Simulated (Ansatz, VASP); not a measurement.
**AlNi: VASP beside Ansatz**

Contents of INCAR:

```
  PREC = Accurate
  ENCUT = 520
  EDIFF = 1E-6
  ISMEAR = 0
  SIGMA = 0.15
  LREAL = False
  LASPH = True
  NELM = 100
  ALGO = Fast
  ISIF = 2
  LWAVE = False
  LCHARG = True
  GGA = PS
  LELF = True
  LVHAR = True
  NBANDS = 14
```

File KPOINTS:

```
Automatic mesh
0
Gamma
  16 16 16
```

File POSCAR:

```
AlNi
1.0
    1.9874914371     -1.9874386223      0.0000000000
    1.9874914371      1.9874386223      0.0000000000
    0.0000000000      0.0000000000      3.0219000000
Al Ni
1 1
Direct
    0.0000000000      0.0000000000      0.0000000000
    0.5000000000      0.5000000000      0.5000000000
```

Input for Ansatz:

```yaml
crystal:
  lattice:
    - [1.9874914371, -1.9874386223, 0.0]
    - [1.9874914371, 1.9874386223, 0.0]
    - [0.0, 0.0, 3.0219]
  atoms:
    - { symbol: Al, position: [0.0, 0.0, 0.0] }
    - { symbol: Ni, position: [0.5, 0.5, 0.5] }
basis:
  ecutwfc: 520.0
kpoints:
  mp_grid: { grid: [16, 16, 16] }
hamiltonian:
  xc: pbesol
  pseudopotentials: { kind: paw, azcp: { folder: soft_1 } }
scf:
  occupations: { method: gaussian, width: 0.15 }
output:
  forces: true
  stress: true
  eigenvalues: true
```

Alike in both runs: task single point; functional PBEsol; k mesh 16 × 16 × 16; occupations gaussian, width 0.15 eV; no spin polarisation.

|  | VASP | Ansatz |
| --- | --- | --- |
| version | VASP 6.6.1 | Ansatz 0.2.0 |
| potentials or method | VASP PAW PBE potentials, release 64 (Al, Ni), cutoff 520 eV | scalar-relativistic, plane waves, PAW |
| valence electrons in the cell | 13 | 21 |

```tsv
	VASP	Ansatz	Ansatz less VASP
gap on the k mesh at the Fermi level (eV)	none	none	-
pressure (GPa)	-2.5	-2.8	-0.29
traceless stress, the component that is largest in VASP (GPa)	-3.04	-2.94	+0.093
```

VASP's potentials were made for PBE, not for PBEsol, and Ansatz warns of the same on its side. A gap of «none» marks a metal or a gap that the smearing closes. The functional is the same, so the differences come from potentials, cutoffs and numerics. VASP's potentials hold 13 valence electrons a cell and Ansatz's 21, so a difference there can come from the potentials and not from the codes. Ansatz's warnings: near symmetry operations not taken.
